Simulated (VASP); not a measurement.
Crystal: Pb.

```
Pb
1.0
     0.00000    2.47502    2.47502
     2.47502    0.00000    2.47502
     2.47502    2.47502    0.00000
Pb
1
Cartesian
  0.0000 0.0000 0.0000
```

```yaml
Program: VASP 6.6.1
Task: relaxation of cell and atoms
Functional: BLYP
Potentials_or_basis: VASP PAW PBE potentials, release 64 (Pb_d)
Cutoff: 600 eV
k_mesh: 9 × 9 × 9
Occupations: fermi-dirac, width 0.05 eV
Spin: no spin polarisation
```

At the start: pressure 6.1 GPa; volume 30.32 Å³/atom.

Problem. Where does the relaxation end?

Solution. Over 5 steps the energy falls by 72.5 meV/atom and the volume is 34.63 Å³/atom (+14.2 %); space group Fm-3m (No. 225, to 0.05 Å).

Step by step:
| step | energy change (eV) | largest force (eV/Å) | pressure (GPa) | volume (Å³) |
| --- | --- | --- | --- | --- |
| 1 | 0.0000 | 0.0000 | 6.07 | 30.32 |
| 2 | -0.0695 | 0.0000 | -0.93 | 35.65 |
| 3 | -0.0725 | 0.0000 | 0.03 | 34.60 |
| 4 | -0.0725 | 0.0000 | -0.06 | 34.69 |
| 5 | -0.0725 | 0.0000 | 0.00 | 34.63 |

Final structure:
```cif
data_structure
_symmetry_space_group_name_H-M 'P 1'
_symmetry_Int_Tables_number 1
_cell_length_a 3.6585
_cell_length_b 3.6585
_cell_length_c 3.6585
_cell_angle_alpha 60.000
_cell_angle_beta 60.000
_cell_angle_gamma 60.000
_cell_volume 34.63
loop_
_atom_site_label
_atom_site_type_symbol
_atom_site_fract_x
_atom_site_fract_y
_atom_site_fract_z
_atom_site_occupancy
Pb1 Pb 0.00000 0.00000 0.00000 1
```

The cell as given is a measured one (30.32 Å³/atom); BLYP puts the equilibrium volume +14.2 % from it, thermal expansion not counted.

Caveat: the PAW data sets were made with another functional, which shifts forces and pressure a little; the volume moved by +14 % from the deposited cell, more than functionals usually miss.
